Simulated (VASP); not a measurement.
# Cr (Fm-3m) in VASP: notebook, part 2 of 2

VASP 6.6.1. The steps go on from the part before.

## 4. Single point, LDA, collinear spin, ferromagnetic start (12.45 Å³/atom)

This run uses another cell than the first one, of 12.45 Å³/atom.

Input file INCAR:

```
SYSTEM = Cr
  ALGO = Normal
  EDIFF = 1E-6
  ENCUT = 520
  GGA = CA
  ISIF = 2
  ISMEAR = -1
  ISPIN = 2
  LASPH = .True.
  LCHARG = .False.
  LMAXMIX = 4
  LORBIT = 11
  LREAL = .False.
  LWAVE = .False.
  MAGMOM = 1.5
  NBANDS = 16
  NELM = 150
  PREC = Accurate
  SIGMA = 0.05
```

Input file KPOINTS:

```
k-points
0
Gamma
  17 17 17
  0 0 0
```

Input file POSCAR:

```
Cr
1.0
    0.0000000000      1.8397338810      1.8397338810
    1.8397338810      0.0000000000      1.8397338810
    1.8397338810      1.8397338810      0.0000000000
Cr
1
Direct
    0.0000000000      0.0000000000      0.0000000000
```

Potentials or basis: VASP PAW LDA potentials, release 64 (Cr_pv).

Run with:

```
$ cat potpaw_LDA.64/Cr_pv/POTCAR > POTCAR
$ mpirun -np 1 vasp_std > vasp.out
```

OUTCAR:

```text
SYSTEM = Cr
   EDIFF = 1E-6
   ENCUT = 520
   GGA = CA
   ISIF = 2
   ISMEAR = -1
   ISPIN = 2
   LASPH = .True.
   LORBIT = 11
   LREAL = .False.
   NELM = 150
   PREC = Accurate

 ion  position               nearest neighbor table
   1  0.000  0.000  0.000-

  LATTYP: Found a face centered cubic cell.
 ALAT       =     3.6794677620

  Lattice vectors:

 A1 = (   0.0000000000,   1.8397338810,   1.8397338810)
 A2 = (   1.8397338810,   0.0000000000,   1.8397338810)
 A3 = (   1.8397338810,   1.8397338810,   0.0000000000)

Analysis of symmetry for initial positions (statically):
=====================================================================
 Subroutine PRICEL returns:
 Original cell was already a primitive cell.

 Routine SETGRP: Setting up the symmetry group for a
 face centered cubic supercell.

 Subroutine GETGRP returns: Found 48 space group operations
 (whereof 48 operations were pure point group operations)
 out of a pool of 48 trial point group operations.

The static configuration has the point symmetry O_h .

Analysis of symmetry for dynamics (positions and initial velocities):
=====================================================================
 Subroutine PRICEL returns:
 Original cell was already a primitive cell.

 Routine SETGRP: Setting up the symmetry group for a
 face centered cubic supercell.

 Subroutine GETGRP returns: Found 48 space group operations
 (whereof 48 operations were pure point group operations)
 out of a pool of 48 trial point group operations.

The dynamic configuration has the point symmetry O_h .

Analysis of structural, dynamic, and magnetic symmetry:
=====================================================================
 Subroutine PRICEL returns:
 Original cell was already a primitive cell.

 Routine SETGRP: Setting up the symmetry group for a
 face centered cubic supercell.

 Subroutine GETGRP returns: Found 48 space group operations
 (whereof 48 operations were pure point group operations)
 out of a pool of 48 trial point group operations.

The overall configuration has the point symmetry O_h .

 Subroutine INISYM returns: Found 48 space group operations
 (whereof 48 operations are pure point group operations),
 and found     1 'primitive' translations

----------------------------------------------------------------------------------------

                                     Primitive cell

  volume of cell :      12.4536

  direct lattice vectors                    reciprocal lattice vectors
     0.000000000  1.839733881  1.839733881    -0.271778438  0.271778438  0.271778438
     1.839733881  0.000000000  1.839733881     0.271778438 -0.271778438  0.271778438
     1.839733881  1.839733881  0.000000000     0.271778438  0.271778438 -0.271778438

  length of vectors
     2.601776606  2.601776606  2.601776606     0.470734063  0.470734063  0.470734063

  position of ions in fractional coordinates (direct lattice)
     0.000000000  0.000000000  0.000000000

  ion indices of the primitive-cell ions
   primitive index   ion index
                 1           1

[... 32 lines left out ...]
  0.235294  0.000000  0.000000      8.000000
  0.294118  0.000000  0.000000      8.000000
[... 16 lines left out ...]
 -0.176471  0.058824  0.000000     24.000000
 -0.117647  0.058824  0.000000     24.000000
 [... further k-points ...]
   k-points           NKPTS =    165   k-points in BZ     NKDIM =    165   number of bands    NBANDS=     16
   number of dos      NEDOS =    301   number of ions     NIONS =      1
   total plane-waves  NPLWV =   8000
   dimension x,y,z NGX =    20 NGY =   20 NGZ =   20
   dimension x,y,z NGXF=    40 NGYF=   40 NGZF=   40
   ions per type =               1
   NGX,Y,Z   is equivalent  to a cutoff of  12.78, 12.78, 12.78 a.u.
   NGXF,Y,Z  is equivalent  to a cutoff of  25.56, 25.56, 25.56 a.u.
 SYSTEM =  Cr
   PREC   = accura    normal or accurate (medium, high low for compatibility)
   ISTART =      0    job   : 0-new  1-cont  2-samecut
   ICHARG =      2    charge: 1-file 2-atom 10-const
   ISPIN  =      2    spin polarized calculation?
   LNONCOLLINEAR =      F non collinear calculations
   LSORBIT =      F    spin-orbit coupling
   LASPH  =      T    aspherical Exc in radial PAW
   ENCUT  =  520.0 eV  38.22 Ry    6.18 a.u.   4.84  4.84  4.84*2*pi/ulx,y,z
   NELM   =    150;   NELMIN=  2; NELMDL= -5     # of ELM steps
   EDIFF  = 0.1E-05   stopping-criterion for ELM
   LREAL  =      F    real-space projection
   EDIFFG = 0.1E-04   stopping-criterion for IOM
   NSW    =      0    number of steps for IOM
   IBRION =     -1    ionic relax: 0-MD 1-quasi-New 2-CG
   NFREE  =      0    steps in history (QN), initial steepest desc. (CG)
   ISIF   =      2    stress and relaxation
   ISYM   =      2    0-nonsym 1-usesym 2-fastsym
   POTIM  = 0.5000    time-step for ionic-motion
   TEBEG  =    0.0;   TEEND  =   0.0 temperature during run
   PSTRESS=    0.0 pullay stress
   NELECT =      12.0000    total number of electrons
   NUPDOWN=      -1.0000    fix difference up-down
   EMIN   =  10.00;   EMAX   =-10.00  energy-range for DOS
   EFERMI =   0.00;   METHOD = LEGACY
   ISMEAR =    -1;   SIGMA  =   0.05  broadening in eV -4-tet -1-fermi 0-gaus
   EFERMI_NEDOS =   21; number of points for ismear=-14 and -15
   IALGO  =     38    algorithm
   IMIX   =      4    mixing-type and parameters
     AMIX     =   0.40;   BMIX     =  1.00
     AMIX_MAG =   1.60;   BMIX_MAG =  1.00
  volume/ion in A,a.u.               =      12.45        84.04
  Fermi-wavevector in a.u.,A,eV,Ry     =   1.616976  3.055642 35.573948  2.614611
  Thomas-Fermi vector in A             =   2.711475
   LORBIT       =     11    0 simple, 1 ext, 2 COOP (PROOUT), +10 PAW based schemes
   GGA     = CA    functional components
   LHFCALC =     F    Hartree Fock is set to
   AEXX    =    0.0000 exact exchange contribution
   IVDW    =     0    specifies the selected vdW correction
   LEPSILON=     F    determine dielectric tensor
   LRPA    =     F    only Hartree local field effects (RPA)
 spin polarized calculation
  energy-cutoff  :      520.00
  volume of cell :       12.45
 maximum number of plane-waves:       343
   NGX =  9   NGY =  9   NGZ =  9

 number of electron      11.9999991 magnetization       0.0005879

 Free energy of the ion-electron system (eV)
  ---------------------------------------------------
  ext. energy  EPLUGINS =         0.00000000
  ---------------------------------------------------
  free energy    TOTEN  =       -10.11049123 eV

  energy without entropy =      -10.09391903  energy(sigma->0) =      -10.10220513

 E-fermi :   9.4985     XC(G=0): -13.5529

 val. band max:        9.4887912158   @ k =  -0.3529   0.1765   0.0588
 cond. band min:       9.4993399378   @ k =  -0.4706   0.1176   0.0000
 fundamental gap:      0.0105487220
 Fermi energy:         9.4984681334

 spin component 1

 k-point     1 :       0.0000    0.0000    0.0000
  band No.  band energies     occupation
      1     -32.5440      1.00000
      2     -32.5440      1.00000
      3     -32.5440      1.00000
      4       2.2327      1.00000
      5       9.1083      0.99959
      6       9.1083      0.99959
[... 435 lines left out ...]
      5       8.7447      1.00000
      6       9.3488      0.95227
[... 8 lines left out ...]
     15      37.4922      0.00000
     16      39.3900      0.00000

 [... further k-points ...]

 spin component 2

 k-point     1 :       0.0000    0.0000    0.0000
  band No.  band energies     occupation
      1     -32.5434      1.00000
      2     -32.5434      1.00000
      3     -32.5434      1.00000
      4       2.2330      1.00000
      5       9.1087      0.99959
      6       9.1087      0.99959
[... 435 lines left out ...]
      5       8.7452      1.00000
      6       9.3493      0.95186
[... 8 lines left out ...]
     15      37.4924      0.00000
     16      39.3903      0.00000

 [... further k-points ...]
[... 5 lines left out ...]
  --------------------------------------------------------------------------------------
  -------------------------------------------------------------------------------------
  Total       -1.9194882     -1.9194882     -1.9194882      0.0000000      0.0000000     -0.0000000
  in kB     -246.9454374   -246.9454374   -246.9454374      0.0000000      0.0000000     -0.0000000
  external PRESSURE =    -246.9454374 kB  Pullay stress =       0.0000000 kB

 VOLUME and BASIS-vectors are now :
 -----------------------------------------------------------------------------
  energy-cutoff  :      520.00
  volume of cell :       12.45
      direct lattice vectors                 reciprocal lattice vectors
     0.000000000  1.839733881  1.839733881    -0.271778438  0.271778438  0.271778438
     1.839733881  0.000000000  1.839733881     0.271778438 -0.271778438  0.271778438
     1.839733881  1.839733881  0.000000000     0.271778438  0.271778438 -0.271778438

 POSITION                                       TOTAL-FORCE (eV/Angst)
 -----------------------------------------------------------------------------------
      0.00000      0.00000      0.00000         0.000000      0.000000      0.000000
 -----------------------------------------------------------------------------------
    total drift:                                0.000000      0.000000      0.000000

  FREE ENERGIE OF THE ION-ELECTRON SYSTEM (eV)
  ---------------------------------------------------
  free  energy   TOTEN  =       -10.1104912252 eV

  energy  without entropy=      -10.0939190307  energy(sigma->0) =      -10.10220513

 total charge

# of ion       s       p       d       tot
------------------------------------------
    1        0.414   6.340   4.171  10.925

 magnetization (x)

# of ion       s       p       d       tot
------------------------------------------
    1        0.000   0.000   0.000   0.000
```

OSZICAR:

```text
N       E                     dE             d eps       ncg     rms          rms(c)
DAV:   1     0.783289178116E+02    0.78329E+02   -0.61960E+03 10864   0.841E+02
DAV:   2    -0.101731344449E+02   -0.88502E+02   -0.84294E+02 11544   0.242E+02
DAV:   3    -0.116457566792E+02   -0.14726E+01   -0.14703E+01 12064   0.346E+01
DAV:   4    -0.116513964712E+02   -0.56398E-02   -0.56396E-02 12512   0.212E+00
DAV:   5    -0.116514425817E+02   -0.46111E-04   -0.46111E-04 12328   0.174E-01    0.117E+01
DAV:   6    -0.101476279458E+02    0.15038E+01   -0.25021E+00 10744   0.277E+01    0.209E+00
DAV:   7    -0.101214517110E+02    0.26176E-01   -0.83753E-02 10976   0.412E+00    0.110E+00
DAV:   8    -0.101118997974E+02    0.95519E-02   -0.29685E-03 12528   0.672E-01    0.701E-01
DAV:   9    -0.101104457305E+02    0.14541E-02   -0.11764E-03 11616   0.403E-01    0.867E-02
DAV:  10    -0.101104720663E+02   -0.26336E-04   -0.96355E-05 12216   0.125E-01    0.323E-02
DAV:  11    -0.101104821474E+02   -0.10081E-04   -0.22351E-06 11296   0.170E-02    0.194E-02
DAV:  12    -0.101104911529E+02   -0.90054E-05   -0.15236E-06  9240   0.158E-02    0.308E-03
DAV:  13    -0.101104912252E+02   -0.72293E-07   -0.16385E-07  5544   0.371E-03
   1 F= -.10110491E+02 E0= -.10102205E+02  d E =-.165722E-01  mag=     0.0003
```

stdout:

```text
POSCAR found type information on POSCAR Cr
 POSCAR found :  1 types and       1 ions
 scaLAPACK will be used
 LDA part: xc-table for (Slater(with rela. corr.)+CA(PZ))
 , standard interpolation
 POSCAR, INCAR and KPOINTS ok, starting setup
 FFT: planning ... GRIDC
 FFT: planning ... GRID_SOFT
 FFT: planning ... GRID
 WAVECAR not read
 entering main loop
```

It took 23 s on 1 thread of Intel Xeon 6975P-C (Granite Rapids), shared host; peak memory 0.15 GiB.

Results:

```
Free energy                                           : -10.1105 eV
Pressure                                              : -24.7 GPa
Band gap on the k mesh                                : zero (filled and empty bands overlap)
Net moment                                            : 0.00 μB per cell
Valence electrons inside the program's atomic spheres : Cr 10.93
```

Levels at points of the mesh, in eV from the Fermi level:
Spin up:
```
           k point  band 3  band 4  band 5  band 6  band 7  band 8  band 9  band 10
(0.00, 0.00, 0.00)  -42.04   -7.27   -0.39   -0.39   -0.39    1.21    1.21     5.71
```
Spin down:
```tsv
k point	band 2	band 3	band 4	band 5	band 6	band 7	band 8	band 9	band 10	band 11
(0.00, 0.00, 0.00)	-42.04	-42.04	-7.27	-0.39	-0.39	-0.39	1.21	1.21	5.71	19.58
```

Caveat: the cell stands under tension; an empty level that is flat over the whole mesh can mark a ghost state of the potentials, or a narrow d or f band.

## 5. Relaxation of cell and atoms, LDA, collinear spin, ferromagnetic start

This run uses another cell than the first one, of 11.99 Å³/atom.

Input file INCAR:

```
SYSTEM = Cr
  ALGO = Normal
  EDIFF = 1E-7
  EDIFFG = -0.01
  ENCUT = 600
  GGA = CA
  IBRION = 2
  ISIF = 3
  ISMEAR = -1
  ISPIN = 2
  LASPH = .True.
  LCHARG = .False.
  LMAXMIX = 4
  LORBIT = 11
  LREAL = .False.
  LWAVE = .False.
  MAGMOM = 1.5
  NELM = 150
  NSW = 80
  PREC = Accurate
  SIGMA = 0.05
```

Input file KPOINTS:

```
k-points
0
Gamma
  15 15 15
  0 0 0
```

Input file POSCAR:

```
Cr
1.0
    0.0000000000      1.8167431579      1.8167431579
    1.8167431579      0.0000000000      1.8167431579
    1.8167431579      1.8167431579      0.0000000000
Cr
1
Direct
    0.0000000000      0.0000000000      0.0000000000
```

Run with:

```
$ cat potpaw_LDA.64/Cr_pv/POTCAR > POTCAR
$ mpirun -np 1 vasp_std > vasp.out
```

Run time: 34 s. Hardware: 1 thread of Intel Xeon 6975P-C (Granite Rapids), shared host; peak memory 0.17 GiB.

Results (log left out):

```
Free energy                                           : -10.2231 eV
Relaxed volume                                        : 11.12 Å³/atom
Relaxed cell                                          : a = 2.505 Å, b = 2.505 Å, c = 2.505 Å, α = 60.00°, β = 60.00°, γ = 60.00°
Space group after relaxing (to 0.1 Å)                 : Fm-3m (No. 225)
Energy gained by relaxing                             : 52.1 meV/atom
Ionic steps                                           : 4
Pressure after relaxing                               : -0.1 GPa
Band gap on the k mesh                                : zero (filled and empty bands overlap)
Net moment                                            : 0.00 μB per cell
Valence electrons inside the program's atomic spheres : Cr 11.16
```

The path:
```csv
step,energy change (eV),largest force (eV/Å),pressure (GPa),volume (Å³)
1,0.0000,0.0000,-17.83,11.99
2,0.1092,0.0000,44.58,9.82
3,-0.0520,0.0000,-0.72,11.15
4,-0.0521,0.0000,-0.11,11.12
```

Final structure:
```cif
data_structure
_symmetry_space_group_name_H-M 'P 1'
_symmetry_Int_Tables_number 1
_cell_length_a 2.5055
_cell_length_b 2.5055
_cell_length_c 2.5055
_cell_angle_alpha 60.000
_cell_angle_beta 60.000
_cell_angle_gamma 60.000
_cell_volume 11.12
loop_
_atom_site_label
_atom_site_type_symbol
_atom_site_fract_x
_atom_site_fract_y
_atom_site_fract_z
_atom_site_occupancy
Cr1 Cr 0.00000 0.00000 0.00000 1
```

Levels at points of the mesh, in eV from the Fermi level:
Spin up:
| k point | band 3 | band 4 | band 5 | band 6 | band 7 | band 8 | band 9 | band 10 |
| --- | --- | --- | --- | --- | --- | --- | --- | --- |
| (0.00, 0.00, 0.00) | -41.84 | -7.64 | -0.48 | -0.48 | -0.48 | 1.41 | 1.41 | 5.85 |
Spin down:
| k point | band 4 | band 5 | band 6 | band 7 | band 8 | band 9 |
| --- | --- | --- | --- | --- | --- | --- |
| (0.00, 0.00, 0.00) | -7.64 | -0.48 | -0.48 | -0.48 | 1.41 | 1.41 |

Caveat: an empty level that is flat over the whole mesh can mark a ghost state of the potentials, or a narrow d or f band.
